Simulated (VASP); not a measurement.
# NaCl (P1) in VASP: notebook

NaCl is run at these levels: PBE; tasks: single point, relaxation of the atoms.

Program: VASP 6.6.1. These are calculated values, not measurements. Logs are shortened: lines on timing, memory, paths and dates and some standing lists are left out, and cuts for length are marked.

## (1) The cell of the first run

The typed cell holds 2 atoms: a = 3.505 Å, b = 3.505 Å, c = 3.505 Å, α = 90.00°, β = 90.00°, γ = 90.00°.

## (2) Single point, PBE (all Cl atoms moved 0.8 Å in one direction)

File INCAR:

```
ALGO     = Normal         # electronic algorithm
EDIFF    = 1E-6           # SCF threshold, eV
ENCUT    = 520            # plane-wave cutoff, eV
GGA      = PE             # functional
ISIF     = 2              # what is computed and relaxed
ISMEAR   = 0              # smearing method
LASPH    = T              # aspherical terms in the spheres
LCHARG   = F              # write CHGCAR
LREAL    = F              # projectors in reciprocal space
LWAVE    = F              # write WAVECAR
NBANDS   = 14             # bands
NELM     = 100            # most SCF steps
PREC     = Accurate       # precision mode
SIGMA    = 0.05           # smearing width, eV
```

File KPOINTS:

```
k-points
0
Gamma
  6 6 6
```

File POSCAR:

```
NaCl
1.0
    3.5050044763      0.0000000000      0.0000000000
    0.0000000000      3.5050044763      0.0000000000
    0.0000000000      0.0000000000      3.5050044763
Na Cl
1 1
Direct
    0.0029253043     -0.0865796881     -0.0742923513
    0.4970746957      0.5865796881      0.5742923513
```

Potentials or basis: VASP PAW PBE potentials, release 64 (Na_pv, Cl).

Started as:

```console
$ cat potpaw_PBE.64/Na_pv/POTCAR potpaw_PBE.64/Cl/POTCAR > POTCAR
$ mpirun -np 1 vasp_std > vasp.out
```

OUTCAR:

```text
EDIFF = 1E-6
   ENCUT = 520
   GGA = PE
   ISIF = 2
   ISMEAR = 0
   LASPH = T
   LREAL = F
   NELM = 100
   PREC = Accurate

 ion  position               nearest neighbor table
   1  0.003  0.913  0.926-   2 2.41   2 2.44
   2  0.497  0.587  0.574-   1 2.41   1 2.44

  LATTYP: Found a simple cubic cell.
 ALAT       =     3.5050044763

  Lattice vectors:

 A1 = (   3.5050044763,   0.0000000000,   0.0000000000)
 A2 = (   0.0000000000,   3.5050044763,   0.0000000000)
 A3 = (   0.0000000000,   0.0000000000,   3.5050044763)

Analysis of symmetry for initial positions (statically):
=====================================================================
 Subroutine PRICEL returns:
 Original cell was already a primitive cell.

 Routine SETGRP: Setting up the symmetry group for a
 simple cubic supercell.

 Subroutine GETGRP returns: Found  1 space group operations
 (whereof  1 operations were pure point group operations)
 out of a pool of 48 trial point group operations.

The static configuration has the point symmetry C_1 .

Analysis of symmetry for dynamics (positions and initial velocities):
=====================================================================
 Subroutine PRICEL returns:
 Original cell was already a primitive cell.

 Routine SETGRP: Setting up the symmetry group for a
 simple cubic supercell.

 Subroutine GETGRP returns: Found  1 space group operations
 (whereof  1 operations were pure point group operations)
 out of a pool of 48 trial point group operations.

The dynamic configuration has the point symmetry C_1 .

 Subroutine INISYM returns: Found  1 space group operations
 (whereof  1 operations are pure point group operations),
 and found     1 'primitive' translations

----------------------------------------------------------------------------------------

                                     Primitive cell

  volume of cell :      43.0592

  direct lattice vectors                    reciprocal lattice vectors
     3.505004476  0.000000000  0.000000000     0.285306340  0.000000000  0.000000000
     0.000000000  3.505004476  0.000000000     0.000000000  0.285306340  0.000000000
     0.000000000  0.000000000  3.505004476     0.000000000  0.000000000  0.285306340

  length of vectors
     3.505004476  3.505004476  3.505004476     0.285306340  0.285306340  0.285306340

  position of ions in fractional coordinates (direct lattice)
     0.002925304  0.913420312  0.925707649
     0.497074696  0.586579688  0.574292351

  ion indices of the primitive-cell ions
   primitive index   ion index
                 1           1
                 2           2

----------------------------------------------------------------------------------------

 KPOINTS: k-points

Automatic generation of k-mesh.
 Grid dimensions read from file:
 generate k-points for:    6    6    6

 Generating k-lattice:

  Cartesian coordinates                     Fractional coordinates (reciprocal lattice)
     0.047551057  0.000000000  0.000000000     0.166666667  0.000000000  0.000000000
     0.000000000  0.047551057  0.000000000     0.000000000  0.166666667  0.000000000
     0.000000000  0.000000000  0.047551057     0.000000000  0.000000000  0.166666667

  Length of vectors
     0.047551057  0.047551057  0.047551057

  Shift w.r.t. Gamma in fractional coordinates (k-lattice)
     0.000000000  0.000000000  0.000000000

 Subroutine IBZKPT returns following result:
 ===========================================

 Found    112 irreducible k-points:

 Following reciprocal coordinates:
            Coordinates               Weight
  0.000000  0.000000  0.000000      1.000000
  0.166667  0.000000  0.000000      2.000000
  0.000000  0.166667  0.000000      2.000000
  0.000000  0.000000  0.166667      2.000000
  0.333333  0.000000  0.000000      2.000000
  0.000000  0.333333  0.000000      2.000000
[... 16 lines left out ...]
  0.000000 -0.333333  0.166667      2.000000
 -0.166667  0.000000  0.333333      2.000000
 [... further k-points ...]
   k-points           NKPTS =    112   k-points in BZ     NKDIM =    112   number of bands    NBANDS=     14
   number of dos      NEDOS =    301   number of ions     NIONS =      2
   total plane-waves  NPLWV =  21952
   dimension x,y,z NGX =    28 NGY =   28 NGZ =   28
   dimension x,y,z NGXF=    56 NGYF=   56 NGZF=   56
   ions per type =               1   1
   NGX,Y,Z   is equivalent  to a cutoff of  13.28, 13.28, 13.28 a.u.
   NGXF,Y,Z  is equivalent  to a cutoff of  26.56, 26.56, 26.56 a.u.
 SYSTEM =  unknown system
   PREC   = accura    normal or accurate (medium, high low for compatibility)
   ISTART =      0    job   : 0-new  1-cont  2-samecut
   ICHARG =      2    charge: 1-file 2-atom 10-const
   ISPIN  =      1    spin polarized calculation?
   LNONCOLLINEAR =      F non collinear calculations
   LSORBIT =      F    spin-orbit coupling
   LASPH  =      T    aspherical Exc in radial PAW
   ENCUT  =  520.0 eV  38.22 Ry    6.18 a.u.   6.52  6.52  6.52*2*pi/ulx,y,z
   NELM   =    100;   NELMIN=  2; NELMDL= -5     # of ELM steps
   EDIFF  = 0.1E-05   stopping-criterion for ELM
   LREAL  =      F    real-space projection
   EDIFFG = 0.1E-04   stopping-criterion for IOM
   NSW    =      0    number of steps for IOM
   IBRION =     -1    ionic relax: 0-MD 1-quasi-New 2-CG
   NFREE  =      0    steps in history (QN), initial steepest desc. (CG)
   ISIF   =      2    stress and relaxation
   ISYM   =      2    0-nonsym 1-usesym 2-fastsym
   POTIM  = 0.5000    time-step for ionic-motion
   TEBEG  =    0.0;   TEEND  =   0.0 temperature during run
   PSTRESS=    0.0 pullay stress
   NELECT =      14.0000    total number of electrons
   NUPDOWN=      -1.0000    fix difference up-down
   EMIN   =  10.00;   EMAX   =-10.00  energy-range for DOS
   EFERMI =   0.00;   METHOD = LEGACY
   ISMEAR =     0;   SIGMA  =   0.05  broadening in eV -4-tet -1-fermi 0-gaus
   EFERMI_NEDOS =   21; number of points for ismear=-14 and -15
   IALGO  =     38    algorithm
   IMIX   =      4    mixing-type and parameters
     AMIX     =   0.40;   BMIX     =  1.00
     AMIX_MAG =   1.60;   BMIX_MAG =  1.00
  volume/ion in A,a.u.               =      21.53       145.29
  Fermi-wavevector in a.u.,A,eV,Ry     =   1.125716  2.127295 17.241807  1.267237
  Thomas-Fermi vector in A             =   2.262395
   LORBIT       =      0    0 simple, 1 ext, 2 COOP (PROOUT), +10 PAW based schemes
   GGA     = PE    functional components
   LHFCALC =     F    Hartree Fock is set to
   AEXX    =    0.0000 exact exchange contribution
   IVDW    =     0    specifies the selected vdW correction
   LEPSILON=     F    determine dielectric tensor
   LRPA    =     F    only Hartree local field effects (RPA)
 non-spin polarized calculation
 Gauss-broadening in eV      SIGMA  =   0.05
  energy-cutoff  :      520.00
  volume of cell :       43.06
 maximum number of plane-waves:      1189
 NGX is ok and might be reduce to    28
   NGX = 13   NGY = 13   NGZ = 13

 number of electron      13.9999990 magnetization

 Free energy of the ion-electron system (eV)
  ---------------------------------------------------
  ext. energy  EPLUGINS =         0.00000000
  ---------------------------------------------------
  free energy    TOTEN  =        -6.16241878 eV

  energy without entropy =       -6.16241878  energy(sigma->0) =       -6.16241878

 E-fermi :   0.5011     XC(G=0):  -8.2850

 val. band max:        0.2768006875   @ k =   0.5000   0.0000   0.5000
 cond. band min:       4.4481919848   @ k =   0.0000   0.0000   0.0000
 fundamental gap:      4.1713912973
 Fermi energy:         0.5011029365

 k-point     1 :       0.0000    0.0000    0.0000
  band No.  band energies     occupation
      1     -21.4243      2.00000
      2     -21.4019      2.00000
      3     -21.3827      2.00000
      4     -13.0880      2.00000
      5      -0.3226      2.00000
      6      -0.2215      2.00000
      7      -0.1952      2.00000
      8       4.4482      0.00000
      9       9.0124      0.00000
     10       9.3243      0.00000
     11      15.0854      0.00000
     12      15.8410      0.00000
     13      16.4683      0.00000
     14      16.6063      0.00000

 k-point     2 :       0.1667    0.0000    0.0000
  band No.  band energies     occupation
      1     -21.4233      2.00000
      2     -21.4013      2.00000
      3     -21.3963      2.00000
      4     -13.0011      2.00000
      5      -1.0564      2.00000
      6      -0.1625      2.00000
      7      -0.1246      2.00000
      8       5.1210      0.00000
      9       9.4792      0.00000
     10       9.5809      0.00000
     11      13.5279      0.00000
     12      14.6579      0.00000
     13      15.6319      0.00000
     14      16.8643      0.00000

 k-point     3 :       0.0000    0.1667    0.0000
  band No.  band energies     occupation
      1     -21.4328      2.00000
      2     -21.4032      2.00000
      3     -21.3816      2.00000
      4     -13.0077      2.00000
      5      -0.9372      2.00000
      6      -0.2725      2.00000
      7      -0.1588      2.00000
      8       5.1522      0.00000
      9       9.2768      0.00000
     10       9.8000      0.00000
     11      14.1166      0.00000
     12      14.2823      0.00000
     13      15.4100      0.00000
     14      16.4645      0.00000

 k-point     4 :       0.0000    0.0000    0.1667
  band No.  band energies     occupation
      1     -21.4297      2.00000
      2     -21.4069      2.00000
      3     -21.3816      2.00000
      4     -13.0059      2.00000
      5      -0.9635      2.00000
      6      -0.2744      2.00000
      7      -0.1326      2.00000
      8       5.1448      0.00000
      9       9.3345      0.00000
     10       9.7618      0.00000
     11      14.0620      0.00000
     12      14.2483      0.00000
     13      15.4257      0.00000
     14      16.6026      0.00000

 k-point     5 :       0.3333    0.0000    0.0000
  band No.  band energies     occupation
      1     -21.4335      2.00000
      2     -21.4126      2.00000
      3     -21.3987      2.00000
      4     -12.8180      2.00000
      5      -2.1670      2.00000
      6      -0.0536      2.00000
      7       0.0267      2.00000
      8       6.3804      0.00000
      9       9.4496      0.00000
     10      10.1267      0.00000
     11      11.9680      0.00000
[... 276 lines left out ...]
 k-point    22 :       0.0000    0.1667    0.3333
  band No.  band energies     occupation
      1     -21.4487      2.00000
      2     -21.4171      2.00000
      3     -21.3783      2.00000
      4     -12.7626      2.00000
      5      -1.9634      2.00000
      6      -0.6163      2.00000
      7      -0.1260      2.00000
      8       6.7125      0.00000
      9       9.6091      0.00000
     10      10.6677      0.00000
     11      11.9907      0.00000
     12      13.0237      0.00000
     13      15.1565      0.00000
     14      15.9869      0.00000

 k-point    23 :       0.0000   -0.3333    0.1667
  band No.  band energies     occupation
      1     -21.4517      2.00000
      2     -21.4127      2.00000
      3     -21.3785      2.00000
      4     -12.7689      2.00000
      5      -1.9282      2.00000
      6      -0.6493      2.00000
      7      -0.1177      2.00000
      8       6.9906      0.00000
      9       9.0223      0.00000
     10      10.6327      0.00000
     11      12.4154      0.00000
     12      12.8736      0.00000
     13      15.1805      0.00000
     14      15.7030      0.00000

 k-point    24 :      -0.1667    0.0000    0.3333
  band No.  band energies     occupation
      1     -21.4451      2.00000
      2     -21.4083      2.00000
      3     -21.3925      2.00000
      4     -12.7633      2.00000
      5      -1.9599      2.00000
      6      -0.7713      2.00000
      7       0.0558      2.00000
      8       6.8308      0.00000
      9       9.3746      0.00000
     10      10.5430      0.00000
     11      12.0696      0.00000
     12      13.3150      0.00000
     13      15.3229      0.00000
     14      15.9169      0.00000

 [... further k-points ...]
[... 5 lines left out ...]
  --------------------------------------------------------------------------------------
  -------------------------------------------------------------------------------------
  Total        2.2836075      1.3227404      1.4039076     -0.1115230      1.2352652     -0.1159364
  in kB       84.9701360     49.2174907     52.2376191     -4.1496297     45.9626515     -4.3138466
  external PRESSURE =      62.1417486 kB  Pullay stress =       0.0000000 kB

 VOLUME and BASIS-vectors are now :
 -----------------------------------------------------------------------------
  energy-cutoff  :      520.00
  volume of cell :       43.06
      direct lattice vectors                 reciprocal lattice vectors
     3.505004476  0.000000000  0.000000000     0.285306340  0.000000000  0.000000000
     0.000000000  3.505004476  0.000000000     0.000000000  0.285306340  0.000000000
     0.000000000  0.000000000  3.505004476     0.000000000  0.000000000  0.285306340

 POSITION                                       TOTAL-FORCE (eV/Angst)
 -----------------------------------------------------------------------------------
      0.01025      3.20154      3.24461        -0.091995      0.870008      0.928431
      1.74225      2.05596      2.01290         0.091995     -0.870008     -0.928431
 -----------------------------------------------------------------------------------
    total drift:                                0.000673      0.000955     -0.000457

  FREE ENERGIE OF THE ION-ELECTRON SYSTEM (eV)
  ---------------------------------------------------
  free  energy   TOTEN  =        -6.1624187813 eV

  energy  without entropy=       -6.1624187813  energy(sigma->0) =       -6.16241878
```

Run time: 46 s. Hardware: 1 thread of Intel Xeon Platinum 8375C at 2.90GHz (Ice Lake), shared host; peak memory 0.19 GiB.

What came out:

| Quantity | Value |
| --- | --- |
| Free energy | -6.1624 eV |
| Pressure | 6.2 GPa |
| Largest force | 1.276 eV/Å |
| Band gap on the k mesh | 4.17 eV, indirect (least direct gap 4.64 eV) |

Forces in eV/Å, atoms in the order of the input:
```
Na  -0.092  0.870  0.928
Cl   0.092 -0.870 -0.928
```

Stress tensor (GPa, compression positive):
```
 8.50 -0.41 -0.43
-0.41  4.92  4.60
-0.43  4.60  5.22
```

Levels at points of the mesh, in eV from the valence-band top:
```tsv
k point	band 3	band 4	band 5	band 6	band 7	band 8	band 9	band 10	band 11	band 12
(0.00, 0.00, 0.00)	-21.66	-13.36	-0.60	-0.50	-0.47	4.17	8.74	9.05	14.81	15.56
(0.50, 0.00, 0.00)	-21.67	-13.00	-2.91	-0.28	-0.17	7.19	8.19	10.29	11.07	13.26
(0.00, 0.50, 0.00)	-21.66	-13.03	-2.80	-0.39	-0.24	7.29	8.41	10.12	11.99	12.18
(0.00, 0.00, 0.50)	-21.65	-13.02	-2.83	-0.40	-0.21	7.27	8.36	10.20	11.98	12.13
(0.50, 0.50, 0.00)	-21.67	-12.75	-2.29	-2.15	-0.03	5.69	10.09	11.17	11.48	13.28
(0.00, 0.50, 0.50)	-21.65	-12.75	-2.21	-2.16	-0.19	5.60	10.02	11.22	12.08	12.65
(0.50, 0.00, 0.50)	-21.68	-12.76	-2.29	-2.19	0.00	5.74	10.18	11.18	11.38	13.33
(0.50, 0.50, 0.50)	-21.70	-12.51	-1.89	-1.79	-1.75	7.27	7.48	7.84	10.96	16.11
```

Caveat: the cell differs from its parent crystal (all Cl atoms moved 0.8 Å in one direction); forces of over 1 eV/Å act on the atoms, so gaps and moduli don't describe the material at rest. A k mesh can miss the band edges.

## (3) Relaxation of the atoms, PBE (all Cl atoms moved 0.8 Å in one direction)

File INCAR:

```
SYSTEM = NaCl
PREC     = Accurate       ! precision mode
ENCUT    = 520            ! plane-wave cutoff, eV
EDIFF    = 1E-6           ! SCF threshold, eV
ISMEAR   = 0              ! smearing method
SIGMA    = 0.05           ! smearing width, eV
LREAL    = .FALSE.        ! projectors in reciprocal space
LASPH    = .TRUE.         ! aspherical terms in the spheres
NELM     = 100            ! most SCF steps
ALGO     = Normal         ! electronic algorithm
ISIF     = 2              ! what is computed and relaxed
LWAVE    = .FALSE.        ! write WAVECAR
LCHARG   = .FALSE.        ! write CHGCAR
GGA      = PE             ! functional
IBRION   = 2              ! ionic algorithm
NSW      = 100            ! ionic steps
EDIFFG   = -0.01          ! ionic threshold
```

File KPOINTS:

```
regular mesh
0
G
  6 6 6
  0 0 0
```

POSCAR is that of step 2.

Potentials or basis: VASP PAW PBE potentials, release 64 (Na_pv, Cl).

Started as:

```console
$ cat potpaw_PBE.64/Na_pv/POTCAR potpaw_PBE.64/Cl/POTCAR > POTCAR
$ mpirun -np 1 vasp_std > vasp.out
```

It took 4.3 min on 1 thread of Intel Xeon Platinum 8375C at 2.90GHz (Ice Lake), shared host; peak memory 0.19 GiB.

The run converged. Its results:

```yaml
Free_energy: -6.4685 eV
Energy_gained_by_relaxing: 153.0 meV/atom
Ionic_steps: 11
Pressure_after_relaxing: 0.0 GPa
Largest_force_after_relaxing: 0.003 eV/Å
Band_gap_on_the_k_mesh: 3.97 eV, indirect (least direct gap 4.46 eV)
```

Forces on the atoms (eV/Å):
```
Na  -0.001  0.000  0.003
Cl   0.001  0.000 -0.003
```

The path:
| step | energy change (eV) | largest force (eV/Å) | pressure (GPa) |
| --- | --- | --- | --- |
| 1 | 0.0000 | 1.2756 | 6.21 |
| 2 | -0.1284 | 0.8327 | 4.18 |
| 3 | -0.2541 | 0.3181 | 1.66 |
| 4 | -0.3045 | 0.0336 | 0.08 |
| 5 | -0.3046 | 0.0328 | 0.06 |
| 6 | -0.3046 | 0.0328 | 0.07 |
| 7 | -0.3048 | 0.0298 | 0.05 |
| 8 | -0.3053 | 0.0236 | 0.03 |
| 9 | -0.3059 | 0.0105 | 0.01 |
| 10 | -0.3057 | 0.0154 | 0.02 |
| 11 | -0.3060 | 0.0033 | 0.00 |

Final structure:
```
Na Cl
1.0
     3.50500    0.00000    0.00000
     0.00000    3.50500    0.00000
     0.00000    0.00000    3.50500
Na Cl
1 1
Direct
  0.00027 0.99948 0.99895
  0.49973 0.50052 0.50105
```

Levels at points of the mesh, in eV from the valence-band top:
```csv
k point,band 4,band 5,band 6,band 7,band 8,band 9,band 10,band 11
"(0.00, 0.00, 0.00)",-13.37,-0.49,-0.49,-0.49,3.97,8.58,8.58,15.66
"(0.50, 0.00, 0.00)",-13.01,-2.93,-0.26,-0.26,6.91,8.55,10.51,11.84
"(0.00, 0.50, 0.00)",-13.01,-2.93,-0.26,-0.26,6.91,8.55,10.51,11.84
"(0.00, 0.00, 0.50)",-13.01,-2.93,-0.26,-0.26,6.91,8.55,10.51,11.84
"(0.50, 0.50, 0.00)",-12.75,-2.25,-2.25,0.00,5.54,9.88,11.01,11.01
"(0.00, 0.50, 0.50)",-12.75,-2.25,-2.25,0.00,5.54,9.88,11.01,11.01
"(0.50, 0.00, 0.50)",-12.75,-2.25,-2.25,0.00,5.54,9.88,11.01,11.01
"(0.50, 0.50, 0.50)",-12.48,-1.84,-1.84,-1.84,7.12,7.12,7.12,11.63
```

Caveat: the cell differs from its parent crystal (all Cl atoms moved 0.8 Å in one direction).
